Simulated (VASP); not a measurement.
Wanted: the native input for a VASP 6.6.1 run.

- Task: relaxation of cell and atoms
- Functional: PBE
- Potentials or basis: VASP PAW PBE potentials, release 64 (Si, As)
- Cutoff: 600 eV
- k mesh: 14 × 14 × 8
- Occupations: gaussian, width 0.1 eV
- Spin: no spin polarisation
- Dipole correction: no
- Further INCAR settings: ALGO = Normal; EDIFF = 1e-07; IBRION = 2; EDIFFG = -0.01; NSW = 100; ISIF = 3

The structure of Si3As lies in POSCAR:

```
Si3As
1.0
    3.2481978107      0.0000000000      0.0000000000
    0.0000000000      3.2481978107      0.0000000000
    0.0000000000      0.0000000000      6.0022460941
Si As
3 1
Direct
    0.5000000000      0.5000000000      0.2798349562
    0.5000000000      0.5000000000      0.7201650438
    0.0000000000      0.0000000000      0.5000000000
    0.0000000000      0.0000000000      0.0000000000
```

The cell was built from a structure type or drawn by symmetry, and may not be a known phase.

One way to write it, as run:

INCAR

```
PREC = Accurate
ENCUT = 600
EDIFF = 1E-7
ISMEAR = 0
SIGMA = 0.1
LREAL = False
LASPH = True
NELM = 100
ALGO = Normal
ISIF = 3
LWAVE = False
LCHARG = False
GGA = PE
IBRION = 2
NSW = 100
EDIFFG = -0.01
```

KPOINTS

```
Automatic mesh
0
Gamma
  14 14 8
```

Potentials or basis: VASP PAW PBE potentials, release 64 (Si, As).

The run is started by

```console
$ cat potpaw_PBE.64/Si/POTCAR potpaw_PBE.64/As/POTCAR > POTCAR
$ mpirun -np 1 vasp_std > vasp.out
```

It gave:

The relaxed volume is 15.93 Å³/atom, the relaxed cell is a = 3.324 Å, b = 3.324 Å, c = 5.767 Å, α = 90.00°, β = 90.00°, γ = 90.00° and the space group after relaxing (to 0.1 Å) is P4/mmm (No. 123). The energy gained by relaxing is 7.1 meV/atom and the ionic steps are 19. The pressure after relaxing is 0.0 GPa.

Caveat: the highest band is partly filled, so the run has too few bands.

Run time: 33 min on 1 thread of Intel Xeon 8259CL, with other jobs on the host, peak memory 0.34 GiB.
